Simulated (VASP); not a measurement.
The system is ScGa2N3.

```
Sc Ga N
1.0
    -1.63303    2.31176    4.89910
     1.63303   -2.31176    4.89910
     1.63303    2.31176   -4.89910
Sc Ga N
1 2 3
Cartesian
  0.0000 0.0000 0.0000
  0.0000 0.0000 6.5325
  0.0000 0.0000 3.2657
  0.0000 2.3118 3.2657
  1.6330 0.0000 1.6334
  0.0000 2.3118 0.0000
```

```yaml
Program: VASP 6.6.1
Task: relaxation of cell and atoms
Functional: PBE
Potentials_or_basis: VASP PAW PBE potentials, release 64 (Sc_sv, Ga_d, N)
Cutoff: 600 eV
k_mesh: 4 × 4 × 4
Occupations: gaussian, width 0.15 eV
Spin: no spin polarisation
```

At the start: pressure -22.5 GPa; volume 12.33 Å³/atom.

Problem. How do energy, volume and symmetry change on relaxing?

Solution. Over 8 steps the energy falls by 175.5 meV/atom and the volume is 10.44 Å³/atom (-15.3 %); space group Immm (No. 71, to 0.05 Å).

Step by step:
```csv
step,energy change (eV),largest force (eV/Å),pressure (GPa),volume (Å³)
1,0.0000,0.6692,-22.46,73.98
2,-0.6407,0.9795,23.14,56.97
3,-0.9875,0.9468,0.57,62.42
4,-0.9873,0.9497,1.27,62.21
5,-1.0460,0.1907,1.36,62.07
6,-1.0485,0.0405,1.48,62.04
7,-1.0525,0.0349,-1.17,62.88
8,-1.0532,0.0283,-0.45,62.64
```

Final structure:
```xyz
6
Lattice="-1.5439 2.2211 4.5666 1.5439 -2.2211 4.5666 1.5439 2.2211 -4.5666" Properties=species:S:1:pos:R:3 pbc="T T T"
Sc    0.0000    0.0000    0.0000
Ga    0.0000    0.0000    6.1068
Ga    0.0000    0.0000    3.0265
N     0.0000    2.2211    2.9677
N     1.5439    0.0000    1.5989
N     0.0000    2.2211    0.0000
```

Caveat: the k points lie up to 0.62 Å⁻¹ apart in the final cell; the volume moved by over 15 % at a fixed basis, so the end points are rough; the relaxation stopped at a loose force limit of 0.08 eV/Å, so its end isn't a converged minimum.
